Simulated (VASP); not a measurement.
# HgTe (F-43m) in VASP: a series of runs

HgTe is run at these levels: PBE; tasks: single point.

Everything below comes from runs of VASP 6.6.1. Logs are shortened: lines on timing, memory, paths and dates and some standing lists are left out, and cuts for length are marked.

**1. The cell of the first run**

It takes space group F-43m (No. 216, cubic). Conventional cell: a = 5.804 Å, b = 5.804 Å, c = 5.804 Å, α = 90.00°, β = 90.00°, γ = 90.00°. Hg (site symmetry -43m) has 4 Te at 2.51 Å within 3.3 Å. Te (site symmetry -43m) has 4 Hg at 2.51 Å within 3.3 Å.

**2. Single point, PBE**

Input file INCAR:

```
SYSTEM = HgTe
PREC = Accurate ; ENCUT = 520
EDIFF = 1E-6 ; ISMEAR = 0
SIGMA = 0.1 ; LREAL = .FALSE.
LASPH = .TRUE. ; NELM = 60
ALGO = Normal ; ISIF = 2
LWAVE = .FALSE. ; LCHARG = .TRUE.
GGA = PE ; LELF = .TRUE.
LVHAR = .TRUE. ; NBANDS = 16
```

Input file KPOINTS:

```
regular mesh
0
G
  12 12 12
  0 0 0
```

Input file POSCAR:

```
HgTe
1.0
    0.0000000000      2.9019569140      2.9019569140
    2.9019569140      0.0000000000      2.9019569140
    2.9019569140      2.9019569140      0.0000000000
Hg Te
1 1
Direct
    0.0000000000      0.0000000000      0.0000000000
    0.2500000000      0.2500000000      0.2500000000
```

Potentials or basis: VASP PAW PBE potentials, release 64 (Hg, Te).

Command:

```console
$ cat potpaw_PBE.64/Hg/POTCAR potpaw_PBE.64/Te/POTCAR > POTCAR
$ mpirun -np 1 vasp_std > vasp.out
```

OUTCAR:

```text
SYSTEM = HgTe
   PREC = Accurate
   ENCUT = 520
   EDIFF = 1E-6
   ISMEAR = 0
   LREAL = .FALSE.
   LASPH = .TRUE.
   NELM = 60
   ISIF = 2
   GGA = PE

 ion  position               nearest neighbor table
   1  0.000  0.000  0.000-   2 2.51   2 2.51   2 2.51   2 2.51
   2  0.250  0.250  0.250-   1 2.51   1 2.51   1 2.51   1 2.51

  LATTYP: Found a face centered cubic cell.
 ALAT       =     5.8039138280

  Lattice vectors:

 A1 = (   0.0000000000,   2.9019569140,   2.9019569140)
 A2 = (   2.9019569140,   0.0000000000,   2.9019569140)
 A3 = (   2.9019569140,   2.9019569140,   0.0000000000)

Analysis of symmetry for initial positions (statically):
=====================================================================
 Subroutine PRICEL returns:
 Original cell was already a primitive cell.

 Routine SETGRP: Setting up the symmetry group for a
 face centered cubic supercell.

 Subroutine GETGRP returns: Found 24 space group operations
 (whereof 24 operations were pure point group operations)
 out of a pool of 48 trial point group operations.

The static configuration has the point symmetry T_d .

Analysis of symmetry for dynamics (positions and initial velocities):
=====================================================================
 Subroutine PRICEL returns:
 Original cell was already a primitive cell.

 Routine SETGRP: Setting up the symmetry group for a
 face centered cubic supercell.

 Subroutine GETGRP returns: Found 24 space group operations
 (whereof 24 operations were pure point group operations)
 out of a pool of 48 trial point group operations.

The dynamic configuration has the point symmetry T_d .

 Subroutine INISYM returns: Found 24 space group operations
 (whereof 24 operations are pure point group operations),
 and found     1 'primitive' translations

----------------------------------------------------------------------------------------

                                     Primitive cell

  volume of cell :      48.8768

  direct lattice vectors                    reciprocal lattice vectors
     0.000000000  2.901956914  2.901956914    -0.172297527  0.172297527  0.172297527
     2.901956914  0.000000000  2.901956914     0.172297527 -0.172297527  0.172297527
     2.901956914  2.901956914  0.000000000     0.172297527  0.172297527 -0.172297527

  length of vectors
     4.103986825  4.103986825  4.103986825     0.298428071  0.298428071  0.298428071

  position of ions in fractional coordinates (direct lattice)
     0.000000000  0.000000000  0.000000000
     0.250000000  0.250000000  0.250000000

  ion indices of the primitive-cell ions
   primitive index   ion index
                 1           1
                 2           2

----------------------------------------------------------------------------------------

 KPOINTS: regular mesh

Automatic generation of k-mesh.
 Grid dimensions read from file:
 generate k-points for:   12   12   12

 Generating k-lattice:

  Cartesian coordinates                     Fractional coordinates (reciprocal lattice)
    -0.014358127  0.014358127  0.014358127     0.083333333  0.000000000  0.000000000
     0.014358127 -0.014358127  0.014358127     0.000000000  0.083333333  0.000000000
     0.014358127  0.014358127 -0.014358127     0.000000000  0.000000000  0.083333333

  Length of vectors
     0.024869006  0.024869006  0.024869006

  Shift w.r.t. Gamma in fractional coordinates (k-lattice)
     0.000000000  0.000000000  0.000000000

 Subroutine IBZKPT returns following result:
 ===========================================

 Found     72 irreducible k-points:

 Following reciprocal coordinates:
            Coordinates               Weight
  0.000000  0.000000  0.000000      1.000000
  0.083333  0.000000  0.000000      8.000000
  0.166667  0.000000  0.000000      8.000000
  0.250000  0.000000  0.000000      8.000000
  0.333333  0.000000  0.000000      8.000000
  0.416667  0.000000  0.000000      8.000000
[... 16 lines left out ...]
  0.500000  0.166667  0.000000     24.000000
 -0.416667  0.166667  0.000000     24.000000
 [... further k-points ...]
   k-points           NKPTS =     72   k-points in BZ     NKDIM =     72   number of bands    NBANDS=     16
   number of dos      NEDOS =    301   number of ions     NIONS =      2
   total plane-waves  NPLWV =  32768
   dimension x,y,z NGX =    32 NGY =   32 NGZ =   32
   dimension x,y,z NGXF=    64 NGYF=   64 NGZF=   64
   ions per type =               1   1
   NGX,Y,Z   is equivalent  to a cutoff of  12.96, 12.96, 12.96 a.u.
   NGXF,Y,Z  is equivalent  to a cutoff of  25.93, 25.93, 25.93 a.u.
 SYSTEM =  HgTe
   PREC   = accura    normal or accurate (medium, high low for compatibility)
   ISTART =      0    job   : 0-new  1-cont  2-samecut
   ICHARG =      2    charge: 1-file 2-atom 10-const
   ISPIN  =      1    spin polarized calculation?
   LNONCOLLINEAR =      F non collinear calculations
   LSORBIT =      F    spin-orbit coupling
   LASPH  =      T    aspherical Exc in radial PAW
   ENCUT  =  520.0 eV  38.22 Ry    6.18 a.u.   7.63  7.63  7.63*2*pi/ulx,y,z
   NELM   =     60;   NELMIN=  2; NELMDL= -5     # of ELM steps
   EDIFF  = 0.1E-05   stopping-criterion for ELM
   LREAL  =      F    real-space projection
   EDIFFG = 0.1E-04   stopping-criterion for IOM
   NSW    =      0    number of steps for IOM
   IBRION =     -1    ionic relax: 0-MD 1-quasi-New 2-CG
   NFREE  =      0    steps in history (QN), initial steepest desc. (CG)
   ISIF   =      2    stress and relaxation
   ISYM   =      2    0-nonsym 1-usesym 2-fastsym
   POTIM  = 0.5000    time-step for ionic-motion
   TEBEG  =    0.0;   TEEND  =   0.0 temperature during run
   PSTRESS=    0.0 pullay stress
   NELECT =      18.0000    total number of electrons
   NUPDOWN=      -1.0000    fix difference up-down
   EMIN   =  10.00;   EMAX   =-10.00  energy-range for DOS
   EFERMI =   0.00;   METHOD = LEGACY
   ISMEAR =     0;   SIGMA  =   0.10  broadening in eV -4-tet -1-fermi 0-gaus
   EFERMI_NEDOS =   21; number of points for ismear=-14 and -15
   IALGO  =     38    algorithm
   IMIX   =      4    mixing-type and parameters
     AMIX     =   0.40;   BMIX     =  1.00
     AMIX_MAG =   1.60;   BMIX_MAG =  1.00
  volume/ion in A,a.u.               =      24.44       164.92
  Fermi-wavevector in a.u.,A,eV,Ry     =   1.173450  2.217500 18.735027  1.376986
  Thomas-Fermi vector in A             =   2.309863
   LORBIT       =      0    0 simple, 1 ext, 2 COOP (PROOUT), +10 PAW based schemes
   GGA     = PE    functional components
   LHFCALC =     F    Hartree Fock is set to
   AEXX    =    0.0000 exact exchange contribution
   IVDW    =     0    specifies the selected vdW correction
   LEPSILON=     F    determine dielectric tensor
   LRPA    =     F    only Hartree local field effects (RPA)
 non-spin polarized calculation
 Gauss-broadening in eV      SIGMA  =   0.10
  energy-cutoff  :      520.00
  volume of cell :       48.88
 maximum number of plane-waves:      1363
   NGX = 15   NGY = 15   NGZ = 15

 number of electron      18.0000002 magnetization

 Free energy of the ion-electron system (eV)
  ---------------------------------------------------
  ext. energy  EPLUGINS =         0.00000000
  ---------------------------------------------------
  free energy    TOTEN  =        -1.58499694 eV

  energy without entropy =       -1.58493149  energy(sigma->0) =       -1.58496422

 E-fermi :   7.4309     XC(G=0): -10.3009

 val. band max:        7.3343456609   @ k =   0.0000   0.0000   0.0000
 cond. band min:       7.4764851054   @ k =   0.0000   0.0000   0.0000
 fundamental gap:      0.1421394444
 Fermi energy:         7.4308648642

 k-point     1 :       0.0000    0.0000    0.0000
  band No.  band energies     occupation
      1      -7.7179      2.00000
      2      -2.5983      2.00000
      3      -2.5983      2.00000
      4      -2.5983      2.00000
      5      -1.5936      2.00000
      6      -1.5936      2.00000
[... 8 lines left out ...]
     15      16.6320      0.00000
     16      16.6320      0.00000

 k-point     2 :       0.0833    0.0000    0.0000
  band No.  band energies     occupation
      1      -7.6558      2.00000
      2      -2.5941      2.00000
      3      -2.5794      2.00000
      4      -2.5794      2.00000
      5      -1.5974      2.00000
      6      -1.5974      2.00000
[... 8 lines left out ...]
     15      16.0708      0.00000
     16      16.0708      0.00000

 k-point     3 :       0.1667    0.0000    0.0000
  band No.  band energies     occupation
      1      -7.4806      2.00000
      2      -2.5643      2.00000
      3      -2.5298      2.00000
      4      -2.5298      2.00000
      5      -1.6043      2.00000
      6      -1.6043      2.00000
[... 8 lines left out ...]
     15      15.6063      0.00000
     16      15.6063      0.00000

 k-point     4 :       0.2500    0.0000    0.0000
  band No.  band energies     occupation
      1      -7.2275      2.00000
      2      -2.4677      2.00000
      3      -2.4677      2.00000
      4      -2.4590      2.00000
      5      -1.6032      2.00000
      6      -1.6032      2.00000
[... 8 lines left out ...]
     15      15.6129      0.00000
     16      15.6129      0.00000
[... 324 lines left out ...]
 k-point    22 :       0.4167    0.1667    0.0000
  band No.  band energies     occupation
      1      -6.7325      2.00000
      2      -2.4354      2.00000
      3      -2.2795      2.00000
      4      -2.0851      2.00000
      5      -1.5333      2.00000
      6      -1.5276      2.00000
[... 8 lines left out ...]
     15      17.1113      0.00000
     16      17.7491      0.00000

 k-point    23 :       0.5000    0.1667    0.0000
  band No.  band energies     occupation
      1      -6.5838      2.00000
      2      -2.3813      2.00000
      3      -2.2660      2.00000
      4      -1.8118      2.00000
      5      -1.5438      2.00000
      6      -1.2550      2.00000
[... 8 lines left out ...]
     15      17.5279      0.00000
     16      17.7614      0.00000

 k-point    24 :      -0.4167    0.1667    0.0000
  band No.  band energies     occupation
      1      -6.5645      2.00000
      2      -2.3624      2.00000
      3      -2.2789      2.00000
      4      -1.6926      2.00000
      5      -1.5785      2.00000
      6      -1.1947      2.00000
[... 8 lines left out ...]
     15      16.7872      0.00000
     16      17.0615      0.00000

 [... further k-points ...]

------------------------ aborting loop because EDIFF is reached ----------------------------------------

  FORCE on cell =-STRESS in cart. coord.  units (eV):
  Direction    XX          YY          ZZ          XY          YZ          ZX
  --------------------------------------------------------------------------------------
  -------------------------------------------------------------------------------------
  Total       12.3153123     12.3153123     12.3153123      0.0000000      0.0000000     -0.0000000
  in kB      403.6947821    403.6947821    403.6947821      0.0000000      0.0000000     -0.0000000
  external PRESSURE =     403.6947821 kB  Pullay stress =       0.0000000 kB

 VOLUME and BASIS-vectors are now :
 -----------------------------------------------------------------------------
  energy-cutoff  :      520.00
  volume of cell :       48.88
      direct lattice vectors                 reciprocal lattice vectors
     0.000000000  2.901956914  2.901956914    -0.172297527  0.172297527  0.172297527
     2.901956914  0.000000000  2.901956914     0.172297527 -0.172297527  0.172297527
     2.901956914  2.901956914  0.000000000     0.172297527  0.172297527 -0.172297527

 POSITION                                       TOTAL-FORCE (eV/Angst)
 -----------------------------------------------------------------------------------
      0.00000      0.00000      0.00000         0.000000      0.000000      0.000000
      1.45098      1.45098      1.45098        -0.000000     -0.000000     -0.000000
 -----------------------------------------------------------------------------------
    total drift:                               -0.000000     -0.000000     -0.000000

  FREE ENERGIE OF THE ION-ELECTRON SYSTEM (eV)
  ---------------------------------------------------
  free  energy   TOTEN  =        -1.5849969402 eV

  energy  without entropy=       -1.5849314923  energy(sigma->0) =       -1.58496422
```

Wall time 28 s (1 thread of AMD EPYC 9R45 (Zen 5), shared host); peak memory 0.18 GiB.

What came out:

| Item | Value |
| --- | --- |
| Free energy | -1.5850 eV |
| Pressure | 40.4 GPa |
| Band gap on the k mesh | 0.14 eV |

Caveat: the cell stands under pressure; spin-orbit coupling is left out, which moves the levels of the heavy elements.

**3. Single point, PBE**

This run uses another cell than the first one, of 27.72 Å³/atom.

Input file INCAR:

```
PREC = Accurate ; ENCUT = 520
EDIFF = 1E-6 ; ISMEAR = 0
SIGMA = 0.1 ; LREAL = False
LASPH = True ; NELM = 100
ALGO = Normal ; ISIF = 2
LWAVE = False ; LCHARG = False
GGA = PE ; NBANDS = 16
```

Input file KPOINTS:

```
Automatic mesh
0
Gamma
  12 12 12
```

Input file POSCAR:

```
HgTe
1.0
    0.0000000000      3.0265522491      3.0265522491
    3.0265522491      0.0000000000      3.0265522491
    3.0265522491      3.0265522491      0.0000000000
Hg Te
1 1
Direct
    0.0000000000      0.0000000000      0.0000000000
    0.2500000000      0.2500000000      0.2500000000
```

Potentials or basis: VASP PAW PBE potentials, release 64 (Hg, Te).

Command:

```console
$ cat potpaw_PBE.64/Hg/POTCAR potpaw_PBE.64/Te/POTCAR > POTCAR
$ mpirun -np 1 vasp_std > vasp.out
```

Run time: 27 s. Hardware: 1 thread of AMD EPYC 9R45 (Zen 5), shared host; peak memory 0.19 GiB.

The run converged. Its results:

```
Free energy            : -2.7870 eV
Pressure               : 20.2 GPa
Band gap on the k mesh : zero (filled and empty bands touch)
```

Levels at points of the mesh, in eV from the Fermi level:
| k point | band 5 | band 6 | band 7 | band 8 | band 9 | band 10 | band 11 | band 12 | band 13 | band 14 |
| --- | --- | --- | --- | --- | --- | --- | --- | --- | --- | --- |
| (0.00, 0.00, 0.00) | -8.00 | -8.00 | -0.24 | -0.04 | -0.04 | -0.04 | 3.74 | 3.74 | 3.74 | 6.25 |
| (0.50, 0.00, 0.00) | -7.96 | -7.56 | -7.02 | -1.50 | -1.50 | 0.65 | 4.72 | 4.72 | 6.47 | 8.52 |
| (0.50, 0.50, 0.00) | -7.90 | -7.29 | -6.68 | -3.30 | -3.30 | 1.63 | 1.87 | 9.02 | 9.61 | 9.61 |

Caveat: the cell stands under pressure; semilocal functionals underestimate gaps, so a narrow gap can read as zero; spin-orbit coupling is left out, which moves the levels of the heavy elements.

(Part 1 of 2 ends here.)
